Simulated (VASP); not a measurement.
A run of VASP 6.6.1:

File INCAR:

```
SYSTEM = Rh
PREC     = Accurate       ! precision mode
ENCUT    = 520            ! plane-wave cutoff, eV
EDIFF    = 1E-6           ! SCF threshold, eV
ISMEAR   = 0              ! smearing method
SIGMA    = 0.15           ! smearing width, eV
LREAL    = .False.        ! projectors in reciprocal space
LASPH    = .True.         ! aspherical terms in the spheres
NELM     = 100            ! most SCF steps
ALGO     = Normal         ! electronic algorithm
ISIF     = 2              ! what is computed and relaxed
LWAVE    = .False.        ! write WAVECAR
LCHARG   = .False.        ! write CHGCAR
GGA      = PE             ! functional
NBANDS   = 14             ! bands
```

Contents of KPOINTS:

```
Automatic mesh
0
Gamma
  16 16 16
  0 0 0
```

The input POSCAR:

```
Rh
1.0
   -0.0000000470      1.9153627156      1.9153615428
    1.9154277839      0.0000031986      1.9153581712
    1.9154285232      1.9153598334      0.0000026928
Rh
1
Direct
    0.0000000000      0.0000000000      0.0000000000
```

Potentials or basis: VASP PAW PBE potentials, release 64 (Rh_pv).

Run with:

```sh
$ cat potpaw_PBE.64/Rh_pv/POTCAR > POTCAR
$ mpirun -np 1 vasp_std > vasp.out
```

Hardware: 1 thread of Intel Xeon 8259CL, on a shared host.

**Question.** Estimate the wall time of this run.

**Answer.** Run time: 64 s on 1 thread of Intel Xeon 8259CL, with other jobs on the host, peak memory 0.18 GiB. Counts: scf iterations 11, k points 349.
